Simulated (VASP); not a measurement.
# Mo2Br: single point with PBE

The system is Mo2Br.

```
Mo Br
1.0
     0.00000    3.81281    3.81281
     3.81281    0.00000    3.81281
     3.81281    3.81281    0.00000
Mo Br
4 2
Direct
  0.12500 0.62500 0.12500
  0.12500 0.12500 0.62500
  0.62500 0.12500 0.12500
  0.12500 0.12500 0.12500
  0.75000 0.75000 0.75000
  0.50000 0.50000 0.50000
```

| Property | Result |
| --- | --- |
| Program | VASP 6.6.1 |
| Task | single point |
| Functional | PBE |
| Potentials or basis | VASP PAW PBE potentials, release 64 (Mo_sv, Br) |
| Cutoff | 520 eV |
| k mesh | 4 × 4 × 4 |
| Occupations | gaussian, width 0.1 eV |
| Spin | collinear spin, ferromagnetic start |
| Starting moments | [1.0, 1.0, 1.0, 1.0, 0.0, 0.0] μB |
| Dipole correction | no |
| Further INCAR settings | ALGO = Normal; EDIFF = 1e-07; NBANDS = 48 |

| Property | Result |
| --- | --- |
| Pressure | -0.1 GPa |
| Band gap on the k mesh | zero (filled and empty bands overlap) |
| Net moment | 0.00 μB per cell |
| Valence electrons inside the program's atomic spheres | Mo 12.49; Br 4.74 |

Levels at points of the mesh, in eV from the Fermi level:
Spin up:
| k point | band 30 | band 31 | band 32 | band 33 | band 34 | band 35 | band 36 | band 37 | band 38 | band 39 |
| --- | --- | --- | --- | --- | --- | --- | --- | --- | --- | --- |
| (0.00, 0.00, 0.00) | -2.69 | -2.04 | 0.28 | 0.28 | 0.28 | 1.38 | 1.38 | 1.38 | 1.53 | 1.53 |
| (0.50, 0.00, 0.00) | -1.14 | -1.14 | -0.97 | -0.94 | -0.94 | 0.18 | 0.21 | 0.21 | 0.53 | 0.53 |
| (0.50, 0.50, 0.00) | -1.45 | -0.96 | -0.96 | -0.76 | -0.76 | -0.63 | -0.63 | 0.21 | 0.21 | 0.97 |
Spin down:
```csv
k point,band 30,band 31,band 32,band 33,band 34,band 35,band 36,band 37,band 38,band 39
"(0.00, 0.00, 0.00)",-2.69,-2.04,0.28,0.28,0.28,1.38,1.38,1.38,1.53,1.53
"(0.50, 0.00, 0.00)",-1.14,-1.14,-0.97,-0.94,-0.94,0.18,0.21,0.21,0.53,0.53
"(0.50, 0.50, 0.00)",-1.45,-0.96,-0.96,-0.76,-0.76,-0.63,-0.63,0.21,0.21,0.97
```

It took 75 s on 1 thread of Intel(R) Xeon(R) Platinum 8488C (Sapphire Rapids) (shared host), peak memory 0.31 GiB.
